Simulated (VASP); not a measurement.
Runs of VASP 6.6.1 on InPt3. The structure is that of space group Pm-3m (No. 221), or close to it. The cells are those of the table. 

| task | cell | cutoff (eV) | gap on the mesh (eV) | pressure (GPa) |
| --- | --- | --- | --- | --- |
| relaxation of cell and atoms | relaxed from a = 3.964 Å, 4 atoms | 600 | none | 0.0 |
| single point | a = 3.993 Å, 4 atoms | 520 | none | -3.8 |
| single point | a = 3.940 Å, 4 atoms | 520 | none | (a) |
| single point | a = 3.966 Å, 4 atoms | 520 | none | 0.8 |

Alike in all rows: level LDA; potentials or basis VASP PAW LDA potentials, release 64 (In_d, Pt); no spin polarisation; k mesh 10 × 10 × 10; smearing fermi-dirac 0.15 eV.

Task: Estimate the missing entries.

Result: (a) 6.1.

Caveats: spin-orbit coupling is left out, which moves the levels of the heavy elements; the cell stands under tension (at least some runs); the cell stands under pressure (at least some runs).

A k mesh can miss the band edges, and the runs leave out spin-orbit coupling on In, Pt.

A gap of «none» marks levels without a gap at the run's occupations.
